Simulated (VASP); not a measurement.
# CuI in VASP: single point with PBE

Aim: the single point of CuI with PBE.

Everything below comes from runs of VASP 6.6.1. Logs are shortened: lines on timing, memory, paths and dates and some standing lists are left out, and cuts for length are marked.

### 1 The cell of the first run

The cell holds a wire or tube with vacuum around it, 4 atoms: a = 11.500 Å, b = 9.300 Å, c = 4.737 Å, α = 90.00°, β = 90.00°, γ = 90.00°.

### 2 Single point, PBE, collinear spin

Contents of INCAR:

```
PREC = Accurate ; ENCUT = 520
EDIFF = 1E-6 ; ISMEAR = 0
SIGMA = 0.05 ; LREAL = F
LASPH = T ; NELM = 150
ALGO = Normal ; ISIF = 2
LWAVE = F ; LCHARG = F
ISPIN = 2 ; MAGMOM = 0.5 0.5 0.5 0.5
LORBIT = 11 ; LMAXMIX = 4
GGA = PE ; NBANDS = 30
```

Contents of KPOINTS:

```
regular mesh
0
Gamma
  1 1 14
```

Contents of POSCAR:

```
CuI
1.0
   11.5000000000      0.0000000000      0.0000000000
    0.0000000000      9.3000000000      0.0000000000
    0.0000000000      0.0000000000      4.7373374778
Cu I
2 2
Direct
    0.3918651228      0.5000000000      0.0000000000
    0.6081348772      0.5000000000      0.5000000000
    0.3918651228      0.5000000000      0.5000000000
    0.6081348772      0.5000000000      0.0000000000
```

Potentials or basis: VASP PAW PBE potentials, release 64 (Cu, I).

Launch:

```bash
> cat potpaw_PBE.64/Cu/POTCAR potpaw_PBE.64/I/POTCAR > POTCAR
> mpirun -np 1 vasp_std > vasp.out
```

OUTCAR:

```text
PREC = Accurate
   ENCUT = 520
   EDIFF = 1E-6
   ISMEAR = 0
   LREAL = F
   LASPH = T
   NELM = 150
   ISIF = 2
   ISPIN = 2
   LORBIT = 11
   GGA = PE

 ion  position               nearest neighbor table
   1  0.392  0.500  0.000-   3 2.37   3 2.37   4 2.49
   2  0.608  0.500  0.500-   4 2.37   4 2.37   3 2.49
   3  0.392  0.500  0.500-   1 2.37   1 2.37   2 2.49   4 3.43   4 3.43
   4  0.608  0.500  0.000-   2 2.37   2 2.37   1 2.49   3 3.43   3 3.43

  LATTYP: Found a simple orthorhombic cell.
 ALAT       =     4.7373374778
 B/A-ratio  =     1.9631280321
 C/A-ratio  =     2.4275239106

  Lattice vectors:

 A1 = (   0.0000000000,   0.0000000000,  -4.7373374778)
 A2 = (   0.0000000000,   9.3000000000,   0.0000000000)
 A3 = (  11.5000000000,   0.0000000000,   0.0000000000)

Analysis of symmetry for initial positions (statically):
=====================================================================
 Subroutine PRICEL returns:
 Original cell was already a primitive cell.

 Routine SETGRP: Setting up the symmetry group for a
 simple orthorhombic supercell.

 Subroutine GETGRP returns: Found  8 space group operations
 (whereof  4 operations were pure point group operations)
 out of a pool of  8 trial point group operations.

The static configuration has the point symmetry C_2v.
 The point group associated with its full space group is D_2h.

Analysis of symmetry for dynamics (positions and initial velocities):
=====================================================================
 Subroutine PRICEL returns:
 Original cell was already a primitive cell.

 Routine SETGRP: Setting up the symmetry group for a
 simple orthorhombic supercell.

 Subroutine GETGRP returns: Found  8 space group operations
 (whereof  4 operations were pure point group operations)
 out of a pool of  8 trial point group operations.

The dynamic configuration has the point symmetry C_2v.
 The point group associated with its full space group is D_2h.

Analysis of structural, dynamic, and magnetic symmetry:
=====================================================================
 Subroutine PRICEL returns:
 Original cell was already a primitive cell.
[... 118 lines left out ...]
  Fermi-wavevector in a.u.,A,eV,Ry     =   0.678064  1.281355  6.255560  0.459771
  Thomas-Fermi vector in A             =   1.755857
   LORBIT       =     11    0 simple, 1 ext, 2 COOP (PROOUT), +10 PAW based schemes
   GGA     = PE    functional components
   LHFCALC =     F    Hartree Fock is set to
   AEXX    =    0.0000 exact exchange contribution
   IVDW    =     0    specifies the selected vdW correction
   LEPSILON=     F    determine dielectric tensor
   LRPA    =     F    only Hartree local field effects (RPA)
 spin polarized calculation
 Gauss-broadening in eV      SIGMA  =   0.05
  energy-cutoff  :      520.00
  volume of cell :      506.66
 maximum number of plane-waves:     13694
 NGX is ok and might be reduce to    90
   NGX = 43   NGY = 35   NGZ = 17

 number of electron      36.0000054 magnetization       0.0000625

 number of electron      36.0000054 magnetization      -0.0000065

 Free energy of the ion-electron system (eV)
  ---------------------------------------------------
  ext. energy  EPLUGINS =         0.00000000
  ---------------------------------------------------
  free energy    TOTEN  =        -8.89071170 eV

  energy without entropy =       -8.89071170  energy(sigma->0) =       -8.89071170

 E-fermi :  -2.4902     XC(G=0):  -2.8877

 val. band max:       -2.7352701158   @ k =   0.0000   0.0000   0.3571
 cond. band min:      -0.9679344446   @ k =   0.0000   0.0000   0.0000
 fundamental gap:      1.7673356712
 Fermi energy:        -2.4901839772

 spin component 1

 k-point     1 :       0.0000    0.0000    0.0000
  band No.  band energies     occupation
      1     -16.9136      1.00000
      2     -15.8022      1.00000
      3      -7.8012      1.00000
      4      -7.4177      1.00000
      5      -6.3753      1.00000
      6      -6.2546      1.00000
[... 253 lines left out ...]
     29       4.1293      0.00000
     30       4.1296      0.00000
 Fermi energy:        -2.4901839772

 spin component 2

 k-point     1 :       0.0000    0.0000    0.0000
  band No.  band energies     occupation
      1     -16.9136      1.00000
      2     -15.8022      1.00000
      3      -7.8012      1.00000
      4      -7.4177      1.00000
      5      -6.3753      1.00000
      6      -6.2546      1.00000
[... 253 lines left out ...]
     29       4.1284      0.00000
     30       4.1285      0.00000

------------------------ aborting loop because EDIFF is reached ----------------------------------------

  FORCE on cell =-STRESS in cart. coord.  units (eV):
  Direction    XX          YY          ZZ          XY          YZ          ZX
  --------------------------------------------------------------------------------------
  -------------------------------------------------------------------------------------
  Total        6.9216666      0.0050355     14.7973781      0.0000000      0.0000000      0.0000000
  in kB       21.8880033      0.0159233     46.7929301      0.0000000      0.0000000      0.0000000
  external PRESSURE =      22.8989523 kB  Pullay stress =       0.0000000 kB

 VOLUME and BASIS-vectors are now :
 -----------------------------------------------------------------------------
  energy-cutoff  :      520.00
  volume of cell :      506.66
      direct lattice vectors                 reciprocal lattice vectors
    11.500000000  0.000000000  0.000000000     0.086956522  0.000000000  0.000000000
     0.000000000  9.300000000  0.000000000     0.000000000  0.107526882  0.000000000
     0.000000000  0.000000000  4.737337478     0.000000000  0.000000000  0.211089036

 POSITION                                       TOTAL-FORCE (eV/Angst)
 -----------------------------------------------------------------------------------
      4.50645      4.65000      0.00000        -0.799215      0.000000      0.000000
      6.99355      4.65000      2.36867         0.799215      0.000000      0.000000
      4.50645      4.65000      2.36867        -1.999415      0.000000      0.000000
      6.99355      4.65000      0.00000         1.999415      0.000000      0.000000
 -----------------------------------------------------------------------------------
    total drift:                               -0.000000      0.000000      0.000000

  FREE ENERGIE OF THE ION-ELECTRON SYSTEM (eV)
  ---------------------------------------------------
  free  energy   TOTEN  =        -8.8907116991 eV

  energy  without entropy=       -8.8907116991  energy(sigma->0) =       -8.89071170

 total charge

# of ion       s       p       d       tot
------------------------------------------
    1        0.399   0.303   9.360  10.062
    2        0.399   0.303   9.360  10.062
    3        1.497   2.840   0.072   4.408
    4        1.497   2.840   0.072   4.408
--------------------------------------------------
tot          3.791   6.286  18.863  28.941

 magnetization (x)

# of ion       s       p       d       tot
------------------------------------------
    1        0.000  -0.000  -0.000  -0.000
    2        0.000  -0.000  -0.000  -0.000
    3        0.000  -0.000  -0.000  -0.000
    4        0.000  -0.000  -0.000  -0.000
--------------------------------------------------
tot          0.000  -0.000  -0.000  -0.000
```

OSZICAR:

```text
N       E                     dE             d eps       ncg     rms          rms(c)
DAV:   1     0.268998755089E+03    0.26900E+03   -0.10885E+04   960   0.878E+02
DAV:   2     0.232931595401E+02   -0.24571E+03   -0.22163E+03  1096   0.208E+02
[... 14 lines left out ...]
DAV:  17    -0.889061237940E+01   -0.93796E-04   -0.14986E-05  1076   0.307E-02    0.640E-03
DAV:  18    -0.889066082846E+01   -0.48449E-04   -0.14699E-05   990   0.192E-02    0.321E-03
DAV:  19    -0.889068121820E+01   -0.20390E-04   -0.47841E-06   880   0.137E-02    0.149E-03
DAV:  20    -0.889070041301E+01   -0.19195E-04   -0.17329E-06   864   0.840E-03    0.109E-03
DAV:  21    -0.889070731361E+01   -0.69006E-05   -0.70669E-07   812   0.631E-03    0.428E-04
DAV:  22    -0.889071134150E+01   -0.40279E-05   -0.60955E-07   780   0.326E-03    0.472E-04
DAV:  23    -0.889071169911E+01   -0.35762E-06   -0.11615E-07   920   0.301E-03
   1 F= -.88907117E+01 E0= -.88907117E+01  d E =-.148093E-12  mag=    -0.0000
```

stdout:

```text
POSCAR found type information on POSCAR CuI
 POSCAR found :  2 types and       4 ions
 scaLAPACK will be used
 LDA part: xc-table for (Slater+PW92), standard interpolation
 POSCAR, INCAR and KPOINTS ok, starting setup
 FFT: planning ... GRIDC
 FFT: planning ... GRID_SOFT
 FFT: planning ... GRID
 WAVECAR not read
 entering main loop
```

Wall time 6.3 min (1 thread of Intel Xeon Platinum 8259CL at 2.50GHz (Skylake/Cascade Lake), shared host); peak memory 0.76 GiB.

Results:

```yaml
Free_energy: -8.8907 eV
Largest_force: 1.999 eV/Å
Band_gap_on_the_k_mesh: 1.77 eV (least direct gap 2.86 eV)
Net_moment: 0.00 μB per cell
Valence_electrons_inside_the_program's_atomic_spheres: Cu 10.06; I 4.41
```

Forces in eV/Å, atoms in the order of the input:
```
Cu  -0.799  0.000  0.000
Cu   0.799  0.000  0.000
I   -1.999  0.000  0.000
I    1.999  0.000  0.000
```

Levels at points of the mesh, in eV from the valence-band top:
Spin up:
```csv
k point,band 16,band 17,band 18,band 19,band 20,band 21
"(0.00, 0.00, 0.00)",-1.83,-1.54,-1.09,1.77,2.16,4.01
"(0.00, 0.00, 0.50)",-0.96,-0.33,-0.33,3.31,3.31,4.50
```
Spin down:
```tsv
k point	band 14	band 15	band 16	band 17	band 18	band 19	band 20	band 21	band 22	band 23
(0.00, 0.00, 0.00)	-1.90	-1.86	-1.83	-1.54	-1.09	1.77	2.16	4.01	4.27	4.60
(0.00, 0.00, 0.50)	-1.79	-0.96	-0.96	-0.33	-0.33	3.31	3.31	4.50	4.50	5.17
```

Caveat: spin-orbit coupling is left out, which moves the levels of the heavy elements.
